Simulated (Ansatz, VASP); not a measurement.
Al: VASP beside Ansatz

INCAR

```
PREC = Accurate ; ENCUT = 500
EDIFF = 1E-6 ; ISMEAR = 0
SIGMA = 0.1 ; LREAL = False
LASPH = True ; NELM = 120
ALGO = Normal ; ISIF = 2
LWAVE = False ; LCHARG = False
GGA = PS ; NBANDS = 10
GGA_COMPAT = False
```

Contents of KPOINTS:

```
regular mesh
0
Gamma
  6 6 6
```

POSCAR

```
Al
1.0
    1.7501021552      1.0104219504      3.2453546216
   -1.7501021552      1.0104219504      3.2453546216
    0.0000000000     -2.0208439008      3.2453546216
Al
2
Direct
    0.2275400000      0.2275400000      0.2275400000
    0.7724600000      0.7724600000      0.7724600000
```

Input for Ansatz:

```yaml
crystal:
  lattice:
    - [1.7501021552, 1.0104219504, 3.2453546216]
    - [-1.7501021552, 1.0104219504, 3.2453546216]
    - [0.0, -2.0208439008, 3.2453546216]
  atoms:
    - { symbol: Al, position: [0.22754, 0.22754, 0.22754] }
    - { symbol: Al, position: [0.77246, 0.77246, 0.77246] }
basis:
  ecutwfc: 420
kpoints:
  mp_grid: { grid: [6, 6, 6] }
hamiltonian:
  xc: pbesol
scf:
  occupations: { method: gaussian, width: 0.1 }
  lower_state_search: "off"
output:
  forces: true
  stress: true
  eigenvalues: true
```

Alike in both runs: task single point; functional PBEsol; k mesh 6 × 6 × 6; occupations gaussian, width 0.1 eV; no spin polarisation.

|  | VASP | Ansatz |
| --- | --- | --- |
| version | VASP 6.6.1 | Ansatz 0.2.0 |
| potentials or method | VASP PAW PBE potentials, release 64 (Al), cutoff 500 eV | scalar-relativistic, plane waves, PAW |
| valence electrons in the cell | 6 | 6 |

```tsv
	VASP	Ansatz	Ansatz less VASP
gap on the k mesh at the Fermi level (eV)	none	none	-
pressure (GPa)	18.4	18.2	-0.16
traceless stress, the component that is largest in VASP (GPa)	-1.67	-1.65	+0.022
rms of the force components (eV/Å)	2.034	2.024	-0.0093
```

VASP's potentials were made for PBE, not for PBEsol. Atom by atom the forces differ by 0.009 eV/Å (rms over components). A gap of «none» marks a metal or a gap that the smearing closes.

The k mesh is coarse, so the values compare programs but aren't converged.
